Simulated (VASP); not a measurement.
# Ta2N (P-3m1) in VASP: further runs

Ta2N is run at these levels: r2SCAN; tasks: single point.

Program: VASP 6.6.1. These are calculated values, not measurements. Logs are shortened: lines on timing, memory, paths and dates and some standing lists are left out, and cuts for length are marked.

## Step 1: The cell of the first run

Symmetry: P-3m1, No. 164, trigonal system. The conventional cell has a = 3.108 Å, b = 3.108 Å, c = 4.930 Å, α = 90.00°, β = 90.00°, γ = 120.00°. Within 3.2 Å of Ta (site symmetry 3m) lie 3 N at 2.19 Å and 12 Ta at 3.01 to 3.11 Å. N (site symmetry -3m) has 6 Ta at 2.19 Å within 2.9 Å.

## Step 2: Single point, r2SCAN (13.75 Å³/atom)

Input file POSCAR:

```
Ta2N
1.0
    3.1081202684      0.0000000000      0.0000000000
   -1.5540601342      2.6917111104      0.0000000000
    0.0000000000      0.0000000000      4.9303968876
Ta N
2 1
Direct
    0.6666666667      0.3333333333      0.7446210438
    0.3333333333      0.6666666667      0.2553789562
    0.0000000000      0.0000000000      0.0000000000
```

Input file INCAR.step1:

```
PREC = Accurate
ENCUT = 520
ISMEAR = 0
SIGMA = 0.1
LREAL = False
LASPH = True
NELM = 100
NBANDS = 20
GGA = PE
ALGO = Normal
EDIFF = 1E-4
LWAVE = True
LCHARG = False
```

Input file INCAR.step2:

```
PREC = Accurate
ENCUT = 520
EDIFF = 1E-6
ISMEAR = 0
SIGMA = 0.1
LREAL = False
LASPH = True
NELM = 100
ALGO = Normal
ISIF = 2
LWAVE = False
LCHARG = False
METAGGA = R2SCAN
LMIXTAU = True
NBANDS = 20
ISTART = 1
```

Input file KPOINTS:

```
Automatic mesh
0
Gamma
  15 15 10
```

Potentials or basis: VASP PAW PBE potentials, release 64 (Ta_pv, N).

On the command line:

```bash
$ cat potpaw_PBE.64/Ta_pv/POTCAR potpaw_PBE.64/N/POTCAR > POTCAR
$ cp INCAR.step1 INCAR
$ mpirun -np 1 vasp_std > vasp.out
$ cp INCAR.step2 INCAR
$ mpirun -np 1 vasp_std > vasp.out
```

OUTCAR:

```text
PREC = Accurate
   ENCUT = 520
   EDIFF = 1E-6
   ISMEAR = 0
   LREAL = False
   LASPH = True
   NELM = 100
   ISIF = 2
   METAGGA = R2SCAN
   ISTART = 1

 ion  position               nearest neighbor table
   1  0.667  0.333  0.745-   3 2.19   3 2.19   3 2.19   2 3.01   2 3.01   2 3.01   2 3.09   2 3.09
                             2 3.09
   2  0.333  0.667  0.255-   3 2.19   3 2.19   3 2.19   1 3.01   1 3.01   1 3.01   1 3.09   1 3.09
                             1 3.09
   3  0.000  0.000  0.000-   1 2.19   2 2.19   2 2.19   1 2.19   1 2.19   2 2.19

  LATTYP: Found a hexagonal cell.
 ALAT       =     3.1081202684
 C/A-ratio  =     1.5862954010

  Lattice vectors:

 A1 = (   3.1081202684,   0.0000000000,   0.0000000000)
 A2 = (  -1.5540601342,   2.6917111104,   0.0000000000)
 A3 = (   0.0000000000,   0.0000000000,   4.9303968876)

Analysis of symmetry for initial positions (statically):
=====================================================================
 Subroutine PRICEL returns:
 Original cell was already a primitive cell.

 Routine SETGRP: Setting up the symmetry group for a
 hexagonal supercell.

 Subroutine GETGRP returns: Found 12 space group operations
 (whereof 12 operations were pure point group operations)
 out of a pool of 24 trial point group operations.

The static configuration has the point symmetry D_3d.

Analysis of symmetry for dynamics (positions and initial velocities):
=====================================================================
 Subroutine PRICEL returns:
 Original cell was already a primitive cell.

 Routine SETGRP: Setting up the symmetry group for a
 hexagonal supercell.

 Subroutine GETGRP returns: Found 12 space group operations
 (whereof 12 operations were pure point group operations)
 out of a pool of 24 trial point group operations.

The dynamic configuration has the point symmetry D_3d.

 Subroutine INISYM returns: Found 12 space group operations
 (whereof 12 operations are pure point group operations),
 and found     1 'primitive' translations

----------------------------------------------------------------------------------------

                                     Primitive cell

  volume of cell :      41.2485

  direct lattice vectors                    reciprocal lattice vectors
     3.108120268  0.000000000  0.000000000     0.321737872  0.185755447  0.000000000
    -1.554060134  2.691711110  0.000000000     0.000000000  0.371510894  0.000000000
     0.000000000  0.000000000  4.930396888     0.000000000  0.000000000  0.202823428

  length of vectors
     3.108120268  3.108120268  4.930396888     0.371510894  0.371510894  0.202823428

  position of ions in fractional coordinates (direct lattice)
     0.666666667  0.333333333  0.744621044
     0.333333333  0.666666667  0.255378956
     0.000000000  0.000000000  0.000000000

  ion indices of the primitive-cell ions
   primitive index   ion index
                 1           1
                 2           2
                 3           3

----------------------------------------------------------------------------------------

 KPOINTS: Automatic mesh

Automatic generation of k-mesh.
 Grid dimensions read from file:
 generate k-points for:   15   15   10

 Generating k-lattice:

  Cartesian coordinates                     Fractional coordinates (reciprocal lattice)
     0.021449191  0.012383696  0.000000000     0.066666667  0.000000000  0.000000000
     0.000000000  0.024767393  0.000000000     0.000000000  0.066666667  0.000000000
     0.000000000  0.000000000  0.020282343     0.000000000  0.000000000  0.100000000

  Length of vectors
     0.024767393  0.024767393  0.020282343

  Shift w.r.t. Gamma in fractional coordinates (k-lattice)
     0.000000000  0.000000000  0.000000000

 Subroutine IBZKPT returns following result:
 ===========================================

 Found    238 irreducible k-points:

 Following reciprocal coordinates:
            Coordinates               Weight
  0.000000  0.000000  0.000000      1.000000
  0.066667 -0.000000  0.000000      6.000000
  0.133333  0.000000  0.000000      6.000000
  0.200000 -0.000000  0.000000      6.000000
  0.266667  0.000000  0.000000      6.000000
  0.333333 -0.000000  0.000000      6.000000
[... 16 lines left out ...]
  0.333333  0.200000  0.000000     12.000000
  0.400000  0.200000  0.000000      6.000000
 [... further k-points ...]
   k-points           NKPTS =    238   k-points in BZ     NKDIM =    238   number of bands    NBANDS=     20
   number of dos      NEDOS =    301   number of ions     NIONS =      3
   total plane-waves  NPLWV =  23040
   dimension x,y,z NGX =    24 NGY =   24 NGZ =   40
   dimension x,y,z NGXF=    48 NGYF=   48 NGZF=   80
   ions per type =               2   1
   NGX,Y,Z   is equivalent  to a cutoff of  12.84, 12.84, 13.49 a.u.
   NGXF,Y,Z  is equivalent  to a cutoff of  25.67, 25.67, 26.97 a.u.
 SYSTEM =  unknown system
   PREC   = accura    normal or accurate (medium, high low for compatibility)
   ISTART =      1    job   : 0-new  1-cont  2-samecut
   ICHARG =      0    charge: 1-file 2-atom 10-const
   ISPIN  =      1    spin polarized calculation?
   LNONCOLLINEAR =      F non collinear calculations
   LSORBIT =      F    spin-orbit coupling
   LASPH  =      T    aspherical Exc in radial PAW
   ENCUT  =  520.0 eV  38.22 Ry    6.18 a.u.   5.78  5.78  9.17*2*pi/ulx,y,z
   NELM   =    100;   NELMIN=  2; NELMDL=  0     # of ELM steps
   EDIFF  = 0.1E-05   stopping-criterion for ELM
   LREAL  =      F    real-space projection
   EDIFFG = 0.1E-04   stopping-criterion for IOM
   NSW    =      0    number of steps for IOM
   IBRION =     -1    ionic relax: 0-MD 1-quasi-New 2-CG
   NFREE  =      0    steps in history (QN), initial steepest desc. (CG)
   ISIF   =      2    stress and relaxation
   ISYM   =      2    0-nonsym 1-usesym 2-fastsym
   POTIM  = 0.5000    time-step for ionic-motion
   TEBEG  =    0.0;   TEEND  =   0.0 temperature during run
   PSTRESS=    0.0 pullay stress
   NELECT =      27.0000    total number of electrons
   NUPDOWN=      -1.0000    fix difference up-down
   EMIN   =  10.00;   EMAX   =-10.00  energy-range for DOS
   EFERMI =   0.00;   METHOD = LEGACY
   ISMEAR =     0;   SIGMA  =   0.10  broadening in eV -4-tet -1-fermi 0-gaus
   EFERMI_NEDOS =   21; number of points for ismear=-14 and -15
   IALGO  =     38    algorithm
   IMIX   =      4    mixing-type and parameters
     AMIX     =   0.40;   BMIX     =  1.00
     AMIX_MAG =   1.60;   BMIX_MAG =  1.00
  volume/ion in A,a.u.               =      13.75        92.79
  Fermi-wavevector in a.u.,A,eV,Ry     =   1.421434  2.686121 27.490227  2.020475
  Thomas-Fermi vector in A             =   2.542244
   LORBIT       =      0    0 simple, 1 ext, 2 COOP (PROOUT), +10 PAW based schemes
   METAGGA = R2SCAN    functional components
   LHFCALC =     F    Hartree Fock is set to
   AEXX    =    0.0000 exact exchange contribution
   IVDW    =     0    specifies the selected vdW correction
   LEPSILON=     F    determine dielectric tensor
   LRPA    =     F    only Hartree local field effects (RPA)
 non-spin polarized calculation
 Gauss-broadening in eV      SIGMA  =   0.10
  energy-cutoff  :      520.00
  volume of cell :       41.25
 maximum number of plane-waves:      1130
   NGX = 11   NGY = 11   NGZ = 19

 number of electron      26.9999997 magnetization

 Free energy of the ion-electron system (eV)
  ---------------------------------------------------
  ext. energy  EPLUGINS =         0.00000000
  ---------------------------------------------------
  free energy    TOTEN  =      -109.01074139 eV

  energy without entropy =     -109.00429267  energy(sigma->0) =     -109.00751703

 E-fermi :   7.3997     XC(G=0): -13.8580

 val. band max:        7.3992690005   @ k =   0.4667   0.0667   0.3000
 cond. band min:       7.4071144719   @ k =  -0.2667  -0.4000   0.4000
 fundamental gap:      0.0078454714
 Fermi energy:         7.3997311692

 k-point     1 :       0.0000    0.0000    0.0000
  band No.  band energies     occupation
      1     -29.6647      2.00000
      2     -28.9281      2.00000
      3     -28.9281      2.00000
      4     -28.8126      2.00000
      5     -28.8126      2.00000
      6     -28.7273      2.00000
[... 12 lines left out ...]
     19       8.5745      0.00000
     20      12.4345      0.00000

 k-point     2 :       0.0667   -0.0000    0.0000
  band No.  band energies     occupation
      1     -29.6512      2.00000
      2     -28.9558      2.00000
      3     -28.9379      2.00000
      4     -28.8405      2.00000
      5     -28.8150      2.00000
      6     -28.7317      2.00000
[... 12 lines left out ...]
     19       8.9456      0.00000
     20      12.4444      0.00000

 k-point     3 :       0.1333    0.0000    0.0000
  band No.  band energies     occupation
      1     -29.6120      2.00000
      2     -29.0340      2.00000
      3     -28.9643      2.00000
      4     -28.9172      2.00000
      5     -28.8225      2.00000
      6     -28.7455      2.00000
[... 12 lines left out ...]
     19       9.8446      0.00000
     20      12.2930      0.00000

 k-point     4 :       0.2000   -0.0000    0.0000
  band No.  band energies     occupation
      1     -29.5510      2.00000
      2     -29.1498      2.00000
      3     -29.0251      2.00000
      4     -29.0013      2.00000
      5     -28.8356      2.00000
      6     -28.7700      2.00000
[... 429 lines left out ...]
 k-point    23 :       0.3333    0.2000    0.0000
  band No.  band energies     occupation
      1     -29.4998      2.00000
      2     -29.3287      2.00000
      3     -29.2115      2.00000
      4     -29.1922      2.00000
      5     -29.0245      2.00000
      6     -28.9638      2.00000
[... 12 lines left out ...]
     19      12.0302      0.00000
     20      13.3093      0.00000

 k-point    24 :       0.4000    0.2000    0.0000
  band No.  band energies     occupation
      1     -29.5191      2.00000
      2     -29.3198      2.00000
      3     -29.2263      2.00000
      4     -29.1740      2.00000
      5     -29.0333      2.00000
      6     -28.9917      2.00000
[... 12 lines left out ...]
     19      11.6713      0.00000
     20      13.5192      0.00000

 [... further k-points ...]

------------------------ aborting loop because EDIFF is reached ----------------------------------------

  FORCE on cell =-STRESS in cart. coord.  units (eV):
  Direction    XX          YY          ZZ          XY          YZ          ZX
  --------------------------------------------------------------------------------------
  -------------------------------------------------------------------------------------
  Total       -1.8024207     -1.8024207     -1.8295134      0.0000000      0.0000000      0.0000000
  in kB      -70.0097621    -70.0097621    -71.0620998      0.0000000      0.0000000      0.0000000
  external PRESSURE =     -70.3605413 kB  Pullay stress =       0.0000000 kB

 VOLUME and BASIS-vectors are now :
 -----------------------------------------------------------------------------
  energy-cutoff  :      520.00
  volume of cell :       41.25
      direct lattice vectors                 reciprocal lattice vectors
     3.108120268  0.000000000  0.000000000     0.321737872  0.185755447  0.000000000
    -1.554060134  2.691711110  0.000000000     0.000000000  0.371510894  0.000000000
     0.000000000  0.000000000  4.930396888     0.000000000  0.000000000  0.202823428

 POSITION                                       TOTAL-FORCE (eV/Angst)
 -----------------------------------------------------------------------------------
      1.55406      0.89724      3.67128        -0.000000      0.000000     -0.071168
     -0.00000      1.79447      1.25912         0.000000      0.000000      0.071168
      0.00000      0.00000      0.00000         0.000000      0.000000      0.000000
 -----------------------------------------------------------------------------------
    total drift:                                0.000000     -0.000000      0.000000

  FREE ENERGIE OF THE ION-ELECTRON SYSTEM (eV)
  ---------------------------------------------------
  free  energy   TOTEN  =      -109.0107413872 eV

  energy  without entropy=     -109.0042926739  energy(sigma->0) =     -109.00751703
```

Wall time 9.6 min (1 thread of Intel Xeon Platinum 8259CL at 2.50GHz (Skylake/Cascade Lake), shared host); peak memory 0.31 GiB.

What came out:

```
Free energy            : -109.0107 eV
Pressure               : -7.0 GPa
Largest force          : 0.071 eV/Å
Band gap on the k mesh : zero (an odd number of electrons rules out a gap without spin polarisation)
```

Forces on the atoms (eV/Å):
```
Ta   0.000  0.000 -0.071
Ta   0.000  0.000  0.071
N    0.000  0.000  0.000
```

Levels at points of the mesh, in eV from the Fermi level:
```csv
k point,band 10,band 11,band 12,band 13,band 14,band 15,band 16,band 17,band 18,band 19
"(0.00, 0.00, 0.00)",-6.27,-5.44,-0.75,-0.22,-0.22,0.16,0.44,0.44,1.17,1.17
"(0.00, 0.00, 0.50)",-6.44,-3.13,-3.01,-1.03,-1.03,1.72,2.12,2.35,2.35,2.63
```

Caveat: the cell stands under tension; the PAW data sets were made with another functional, which shifts forces and pressure a little; spin-orbit coupling is left out, which moves the levels of the heavy elements.

## Step 3: Single point, r2SCAN (14.15 Å³/atom)

This run uses another cell than the first one, of 14.15 Å³/atom.

Input file POSCAR:

```
Ta2N
1.0
    3.1416784087      0.0000000000      0.0000000000
   -1.5708392044      2.7207733125      0.0000000000
    0.0000000000      0.0000000000      4.9661827525
Ta N
2 1
Direct
    0.6666666667      0.3333333333      0.7462728404
    0.3333333333      0.6666666667      0.2537271596
    0.0000000000      0.0000000000      0.0000000000
```

Input file INCAR.step1:

```
SYSTEM = Ta2N
PREC     = Accurate       ! precision mode
ENCUT    = 520            ! plane-wave cutoff, eV
ISMEAR   = 0              ! smearing method
SIGMA    = 0.1            ! smearing width, eV
LREAL    = .False.        ! projectors in reciprocal space
LASPH    = .True.         ! aspherical terms in the spheres
NELM     = 100            ! most SCF steps
NBANDS   = 20             ! bands
GGA      = PE             ! functional
ALGO     = Normal         ! electronic algorithm
EDIFF    = 1E-4           ! SCF threshold, eV
LWAVE    = .True.         ! write WAVECAR
LCHARG   = .False.        ! write CHGCAR
```

Input file INCAR.step2:

```
SYSTEM = Ta2N
PREC     = Accurate       ! precision mode
ENCUT    = 520            ! plane-wave cutoff, eV
EDIFF    = 1E-6           ! SCF threshold, eV
ISMEAR   = 0              ! smearing method
SIGMA    = 0.1            ! smearing width, eV
LREAL    = .False.        ! projectors in reciprocal space
LASPH    = .True.         ! aspherical terms in the spheres
NELM     = 100            ! most SCF steps
ALGO     = Normal         ! electronic algorithm
ISIF     = 2              ! what is computed and relaxed
LWAVE    = .False.        ! write WAVECAR
LCHARG   = .False.        ! write CHGCAR
METAGGA  = R2SCAN         ! meta-GGA
LMIXTAU  = .True.       
NBANDS   = 20             ! bands
ISTART   = 1
```

Input file KPOINTS:

```
regular mesh
0
Gamma
  15 15 10
  0 0 0
```

Potentials or basis: VASP PAW PBE potentials, release 64 (Ta_pv, N).

On the command line:

```bash
$ cat potpaw_PBE.64/Ta_pv/POTCAR potpaw_PBE.64/N/POTCAR > POTCAR
$ cp INCAR.step1 INCAR
$ mpirun -np 1 vasp_std > vasp.out
$ cp INCAR.step2 INCAR
$ mpirun -np 1 vasp_std > vasp.out
```

Wall time 12 min (1 thread of Intel Xeon Platinum 8259CL at 2.50GHz (Skylake/Cascade Lake), shared host); peak memory 0.31 GiB.

It converged, with:

- Free energy: -108.9309 eV
- Pressure: -14.0 GPa
- Largest force: 0.064 eV/Å
- Band gap on the k mesh: zero (an odd number of electrons rules out a gap without spin polarisation)

Forces in eV/Å, atoms in the order of the input:
```
Ta   0.000  0.000 -0.064
Ta   0.000  0.000  0.064
N    0.000  0.000  0.000
```

Stress tensor (GPa, compression positive):
```
-13.91   0.00   0.00
  0.00 -13.91   0.00
  0.00   0.00 -14.03
```

Levels at points of the mesh, in eV from the Fermi level:
```csv
k point,band 11,band 12,band 13,band 14,band 15,band 16
"(0.00, 0.00, 0.00)",-5.41,-0.70,-0.21,-0.21,0.21,0.38
"(0.00, 0.00, 0.50)",-3.00,-2.96,-1.01,-1.01,1.68,1.90
```

Caveat: the cell stands under tension; the PAW data sets were made with another functional, which shifts forces and pressure a little; spin-orbit coupling is left out, which moves the levels of the heavy elements.
